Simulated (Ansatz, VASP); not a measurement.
**CdTe in VASP and in Ansatz**

```
Cd Te
1.0
     0.00000    3.20500    3.20500
     3.20500    0.00000    3.20500
     3.20500    3.20500    0.00000
Cd Te
1 1
Direct
  0.00000 0.00000 0.00000
  0.25000 0.25000 0.25000
```

Alike in both runs: task single point; functional BLYP; k mesh 6 × 6 × 6; occupations gaussian, width 0.05 eV; no spin polarisation.

|  | VASP | Ansatz |
| --- | --- | --- |
| version | VASP 6.6.1 | Ansatz 0.2.0 |
| potentials or method | VASP PAW PBE potentials, release 64 (Cd, Te), cutoff 520 eV | scalar-relativistic, plane waves, PAW |
| valence electrons in the cell | 18 | 36 |

|  | VASP | Ansatz | Ansatz less VASP |
| --- | --- | --- | --- |
| gap on the k mesh at the Fermi level (eV) | 0.82 | 0.78 | -0.040 |
| least direct gap on the mesh (eV) | 0.82 | 0.78 | -0.040 |
| pressure (GPa) | 7.3 | 6.9 | -0.34 |

VASP's potentials were made for PBE, not for BLYP. VASP's potentials hold 18 valence electrons a cell and Ansatz's 36, so a difference there can come from the potentials and not from the codes.

Spin-orbit coupling is off throughout.
